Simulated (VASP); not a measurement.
# La (Im-3m) in VASP: notebook

The runs below take La through single point, with LDA.

All numbers are computed with VASP 6.6.1; they aren't measurements. Logs are shortened: lines on timing, memory, paths and dates and some standing lists are left out, and cuts for length are marked.

## (1) The cell of the first run

The structure is cubic, space group Im-3m (No. 229). The conventional cell has a = 4.276 Å, b = 4.276 Å, c = 4.276 Å, α = 90.00°, β = 90.00°, γ = 90.00°. Within 4.9 Å of La (site symmetry m-3m) lie 14 La at 3.70 to 4.28 Å.

## (2) Single point, LDA (volume scaled by 1.02)

The input, INCAR:

```
ALGO = Normal ; EDIFF = 1E-6
ENCUT = 520 ; GGA = CA
ISIF = 2 ; ISMEAR = -1
LASPH = True ; LCHARG = True
LELF = True ; LREAL = False
LVHAR = True ; LWAVE = False
NBANDS = 12 ; NELM = 100
PREC = Accurate ; SIGMA = 0.03
```

The input, KPOINTS:

```
k-points
0
Gamma
  11 11 11
```

The input, POSCAR:

```
La
1.0
   -2.1378965873      2.1378965873      2.1378965873
    2.1378965873     -2.1378965873      2.1378965873
    2.1378965873      2.1378965873     -2.1378965873
La
1
Direct
    0.0000000000      0.0000000000      0.0000000000
```

Potentials or basis: VASP PAW LDA potentials, release 64 (La).

Run with:

```console
cat potpaw_LDA.64/La/POTCAR > POTCAR
mpirun -np 1 vasp_std > vasp.out
```

OUTCAR:

```text
EDIFF = 1E-6
   ENCUT = 520
   GGA = CA
   ISIF = 2
   ISMEAR = -1
   LASPH = True
   LREAL = False
   NELM = 100
   PREC = Accurate

 ion  position               nearest neighbor table
   1  0.000  0.000  0.000-

  LATTYP: Found a body centered cubic cell.
 ALAT       =     4.2757931746

  Lattice vectors:

 A1 = (  -2.1378965873,   2.1378965873,   2.1378965873)
 A2 = (   2.1378965873,  -2.1378965873,   2.1378965873)
 A3 = (   2.1378965873,   2.1378965873,  -2.1378965873)

Analysis of symmetry for initial positions (statically):
=====================================================================
 Subroutine PRICEL returns:
 Original cell was already a primitive cell.

 Routine SETGRP: Setting up the symmetry group for a
 body centered cubic supercell.

 Subroutine GETGRP returns: Found 48 space group operations
 (whereof 48 operations were pure point group operations)
 out of a pool of 48 trial point group operations.

The static configuration has the point symmetry O_h .

Analysis of symmetry for dynamics (positions and initial velocities):
=====================================================================
 Subroutine PRICEL returns:
 Original cell was already a primitive cell.

 Routine SETGRP: Setting up the symmetry group for a
 body centered cubic supercell.

 Subroutine GETGRP returns: Found 48 space group operations
 (whereof 48 operations were pure point group operations)
 out of a pool of 48 trial point group operations.

The dynamic configuration has the point symmetry O_h .

 Subroutine INISYM returns: Found 48 space group operations
 (whereof 48 operations are pure point group operations),
 and found     1 'primitive' translations

----------------------------------------------------------------------------------------

                                     Primitive cell

  volume of cell :      39.0859

  direct lattice vectors                    reciprocal lattice vectors
    -2.137896587  2.137896587  2.137896587     0.000000000  0.233874736  0.233874736
     2.137896587 -2.137896587  2.137896587     0.233874736  0.000000000  0.233874736
     2.137896587  2.137896587 -2.137896587     0.233874736  0.233874736  0.000000000

  length of vectors
     3.702945511  3.702945511  3.702945511     0.330748824  0.330748824  0.330748824

  position of ions in fractional coordinates (direct lattice)
     0.000000000  0.000000000  0.000000000

  ion indices of the primitive-cell ions
   primitive index   ion index
                 1           1

----------------------------------------------------------------------------------------

 KPOINTS: k-points

Automatic generation of k-mesh.
 Grid dimensions read from file:
 generate k-points for:   11   11   11

 Generating k-lattice:

  Cartesian coordinates                     Fractional coordinates (reciprocal lattice)
     0.000000000  0.021261340  0.021261340     0.090909091  0.000000000  0.000000000
     0.021261340  0.000000000  0.021261340     0.000000000  0.090909091  0.000000000
     0.021261340  0.021261340  0.000000000     0.000000000  0.000000000  0.090909091

  Length of vectors
     0.030068075  0.030068075  0.030068075

  Shift w.r.t. Gamma in fractional coordinates (k-lattice)
     0.000000000  0.000000000  0.000000000

 Subroutine IBZKPT returns following result:
 ===========================================

 Found     56 irreducible k-points:

 Following reciprocal coordinates:
            Coordinates               Weight
  0.000000  0.000000  0.000000      1.000000
  0.090909  0.000000  0.000000     12.000000
  0.181818  0.000000  0.000000     12.000000
  0.272727  0.000000  0.000000     12.000000
  0.363636  0.000000  0.000000     12.000000
  0.454545  0.000000  0.000000     12.000000
[... 16 lines left out ...]
  0.272727  0.181818  0.090909     48.000000
  0.363636  0.181818  0.090909     24.000000
 [... further k-points ...]
   k-points           NKPTS =     56   k-points in BZ     NKDIM =     56   number of bands    NBANDS=     12
   number of dos      NEDOS =    301   number of ions     NIONS =      1
   total plane-waves  NPLWV =  21952
   dimension x,y,z NGX =    28 NGY =   28 NGZ =   28
   dimension x,y,z NGXF=    56 NGYF=   56 NGZF=   56
   ions per type =               1
   NGX,Y,Z   is equivalent  to a cutoff of  12.57, 12.57, 12.57 a.u.
   NGXF,Y,Z  is equivalent  to a cutoff of  25.14, 25.14, 25.14 a.u.
 SYSTEM =  unknown system
   PREC   = accura    normal or accurate (medium, high low for compatibility)
   ISTART =      0    job   : 0-new  1-cont  2-samecut
   ICHARG =      2    charge: 1-file 2-atom 10-const
   ISPIN  =      1    spin polarized calculation?
   LNONCOLLINEAR =      F non collinear calculations
   LSORBIT =      F    spin-orbit coupling
   LASPH  =      T    aspherical Exc in radial PAW
   ENCUT  =  520.0 eV  38.22 Ry    6.18 a.u.   6.89  6.89  6.89*2*pi/ulx,y,z
   NELM   =    100;   NELMIN=  2; NELMDL= -5     # of ELM steps
   EDIFF  = 0.1E-05   stopping-criterion for ELM
   LREAL  =      F    real-space projection
   EDIFFG = 0.1E-04   stopping-criterion for IOM
   NSW    =      0    number of steps for IOM
   IBRION =     -1    ionic relax: 0-MD 1-quasi-New 2-CG
   NFREE  =      0    steps in history (QN), initial steepest desc. (CG)
   ISIF   =      2    stress and relaxation
   ISYM   =      2    0-nonsym 1-usesym 2-fastsym
   POTIM  = 0.5000    time-step for ionic-motion
   TEBEG  =    0.0;   TEEND  =   0.0 temperature during run
   PSTRESS=    0.0 pullay stress
   NELECT =      11.0000    total number of electrons
   NUPDOWN=      -1.0000    fix difference up-down
   EMIN   =  10.00;   EMAX   =-10.00  energy-range for DOS
   EFERMI =   0.00;   METHOD = LEGACY
   ISMEAR =    -1;   SIGMA  =   0.03  broadening in eV -4-tet -1-fermi 0-gaus
   EFERMI_NEDOS =   21; number of points for ismear=-14 and -15
   IALGO  =     38    algorithm
   IMIX   =      4    mixing-type and parameters
     AMIX     =   0.40;   BMIX     =  1.00
     AMIX_MAG =   1.60;   BMIX_MAG =  1.00
  volume/ion in A,a.u.               =      39.09       263.76
  Fermi-wavevector in a.u.,A,eV,Ry     =   1.072834  2.027362 15.659924  1.150972
  Thomas-Fermi vector in A             =   2.208615
   LORBIT       =      0    0 simple, 1 ext, 2 COOP (PROOUT), +10 PAW based schemes
   GGA     = CA    functional components
   LHFCALC =     F    Hartree Fock is set to
   AEXX    =    0.0000 exact exchange contribution
   IVDW    =     0    specifies the selected vdW correction
   LEPSILON=     F    determine dielectric tensor
   LRPA    =     F    only Hartree local field effects (RPA)
 non-spin polarized calculation
  energy-cutoff  :      520.00
  volume of cell :       39.09
 maximum number of plane-waves:      1063
   NGX = 13   NGY = 13   NGZ = 13

 number of electron      10.9999998 magnetization

 Free energy of the ion-electron system (eV)
  ---------------------------------------------------
  ext. energy  EPLUGINS =         0.00000000
  ---------------------------------------------------
  free energy    TOTEN  =        -5.34365045 eV

  energy without entropy =       -5.32954580  energy(sigma->0) =       -5.33659813

 E-fermi :   7.1711     XC(G=0):  -9.5610

 val. band max:        7.1700480593   @ k =  -0.3636   0.3636   0.1818
 cond. band min:       7.1775613423   @ k =  -0.3636  -0.3636   0.0909
 fundamental gap:      0.0075132830
 Fermi energy:         7.1711080356

 k-point     1 :       0.0000    0.0000    0.0000
  band No.  band energies     occupation
      1     -25.6757      2.00000
      2      -8.7417      2.00000
      3      -8.7417      2.00000
      4      -8.7417      2.00000
      5       3.9528      2.00000
      6       8.4289      0.00000
      7       8.4289      0.00000
      8       8.4289      0.00000
      9       8.5829      0.00000
     10       8.5829      0.00000
     11       8.5887      0.00000
     12       9.0574      0.00000

 k-point     2 :       0.0909    0.0000    0.0000
  band No.  band energies     occupation
      1     -25.6623      2.00000
      2      -8.8494      2.00000
      3      -8.7735      2.00000
      4      -8.7428      2.00000
      5       4.1967      2.00000
      6       8.1645      0.00000
      7       8.1827      0.00000
      8       8.4243      0.00000
      9       8.6125      0.00000
     10       8.7278      0.00000
     11       8.7337      0.00000
     12       9.0615      0.00000

 k-point     3 :       0.1818    0.0000    0.0000
  band No.  band energies     occupation
      1     -25.6261      2.00000
      2      -9.1264      2.00000
      3      -8.8574      2.00000
      4      -8.7460      2.00000
      5       4.8155      2.00000
      6       7.8129      0.00000
      7       7.8139      0.00000
      8       8.4165      0.00000
      9       8.6518      0.00000
     10       8.7907      0.00000
     11       8.8442      0.00000
     12       9.0008      0.00000
[... 286 lines left out ...]
 k-point    23 :       0.2727    0.1818    0.0909
  band No.  band energies     occupation
      1     -25.5033      2.00000
      2      -9.7410      2.00000
      3      -9.2213      2.00000
      4      -8.9435      2.00000
      5       6.4900      2.00000
      6       7.1259      1.63684
      7       7.9379      0.00000
      8       8.6722      0.00000
      9       8.7406      0.00000
     10       8.8506      0.00000
     11       8.8880      0.00000
     12       8.9901      0.00000

 k-point    24 :       0.3636    0.1818    0.0909
  band No.  band energies     occupation
      1     -25.4934      2.00000
      2      -9.7469      2.00000
      3      -9.3000      2.00000
      4      -8.9528      2.00000
      5       6.4432      2.00000
      6       7.1135      1.74397
      7       8.3433      0.00000
      8       8.6604      0.00000
      9       8.7042      0.00000
     10       8.8730      0.00000
     11       8.9462      0.00000
     12       8.9712      0.00000

 [... further k-points ...]
[... 5 lines left out ...]
  --------------------------------------------------------------------------------------
  -------------------------------------------------------------------------------------
  Total       -0.9753536     -0.9753536     -0.9753536      0.0000000      0.0000000     -0.0000000
  in kB      -39.9809046    -39.9809046    -39.9809046      0.0000000      0.0000000     -0.0000000
  external PRESSURE =     -39.9809046 kB  Pullay stress =       0.0000000 kB

 VOLUME and BASIS-vectors are now :
 -----------------------------------------------------------------------------
  energy-cutoff  :      520.00
  volume of cell :       39.09
      direct lattice vectors                 reciprocal lattice vectors
    -2.137896587  2.137896587  2.137896587     0.000000000  0.233874736  0.233874736
     2.137896587 -2.137896587  2.137896587     0.233874736  0.000000000  0.233874736
     2.137896587  2.137896587 -2.137896587     0.233874736  0.233874736  0.000000000

 POSITION                                       TOTAL-FORCE (eV/Angst)
 -----------------------------------------------------------------------------------
      0.00000      0.00000      0.00000        -0.000000     -0.000000     -0.000000
 -----------------------------------------------------------------------------------
    total drift:                               -0.000000     -0.000000     -0.000000

  FREE ENERGIE OF THE ION-ELECTRON SYSTEM (eV)
  ---------------------------------------------------
  free  energy   TOTEN  =        -5.3436504477 eV

  energy  without entropy=       -5.3295458029  energy(sigma->0) =       -5.33659813
```

Run time: 34 s. Hardware: 1 thread of Intel Xeon Platinum 8375C at 2.90GHz (Ice Lake), shared host; peak memory 0.16 GiB.

What came out:

```yaml
Free_energy: -5.3437 eV
Pressure: -4.0 GPa
```

Caveat: spin-orbit coupling is left out, which moves the levels of the heavy elements.

## (3) Single point, LDA (volume scaled by 1.04)

The input, INCAR:

```
  ALGO = Normal
  EDIFF = 1E-6
  ENCUT = 520
  ISIF = 2
  ISMEAR = -1
  LASPH = T
  LCHARG = F
  LREAL = F
  LWAVE = F
  NBANDS = 12
  NELM = 60
  PREC = Accurate
  SIGMA = 0.03
```

KPOINTS is that of step 2.

The input, POSCAR:

```
La
1.0
   -2.1517794217      2.1517794217      2.1517794217
    2.1517794217     -2.1517794217      2.1517794217
    2.1517794217      2.1517794217     -2.1517794217
La
1
Direct
    0.0000000000      0.0000000000      0.0000000000
```

Potentials or basis: VASP PAW LDA potentials, release 64 (La).

Run with:

```console
cat potpaw_LDA.64/La/POTCAR > POTCAR
mpirun -np 1 vasp_std > vasp.out
```

Wall time 36 s (1 thread of Intel Xeon Platinum 8375C at 2.90GHz (Ice Lake), shared host); peak memory 0.16 GiB.

The run converged. Its results:

```
Free energy : -5.3238 eV
Pressure    : -4.3 GPa
```

Levels at points of the mesh, in eV from the Fermi level:
```csv
k point,band 3,band 4,band 5,band 6,band 7,band 8,band 9,band 10
"(0.00, 0.00, 0.00)",-15.98,-15.98,-3.23,1.23,1.23,1.23,1.39,1.39
```

Caveat: spin-orbit coupling is left out, which moves the levels of the heavy elements.
